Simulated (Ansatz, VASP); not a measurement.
One calculation of Mg, two programs

```
Mg
1.0
     3.20927    0.00000    0.00000
    -1.60464    2.77931    0.00000
     0.00000    0.00000    5.21033
Mg
2
Direct
  0.30217 0.66667 0.25000
  0.66667 0.33333 0.75000
```

Alike in both runs: task single point; functional PBEsol; k mesh 18 × 18 × 10; occupations gaussian, width 0.15 eV; no spin polarisation.

```csv
,VASP,Ansatz
version,VASP 6.6.1,Ansatz 0.2.0
potentials or method,"VASP PAW PBE potentials, release 64 (Mg), cutoff 520 eV","scalar-relativistic, plane waves, PAW"
valence electrons in the cell,4,20
```

```csv
,VASP,Ansatz,Ansatz less VASP
gap on the k mesh at the Fermi level (eV),none,none,-
pressure (GPa),-1.1,-1.1,+0.06
"traceless stress, the component that is largest in VASP (GPa)",0.25,0.25,-0.002
rms of the force components (eV/Å),0.039,0.039,-0.0002
```

VASP's potentials were made for PBE, not for PBEsol. Atom by atom the forces differ by 0.000 eV/Å (rms over components). A gap of «none» marks a metal or a gap that the smearing closes. With one functional, cell and mesh, what is left measures potentials, basis and numerics. VASP's potentials hold 4 valence electrons a cell and Ansatz's 20, so a difference there can come from the potentials and not from the codes.
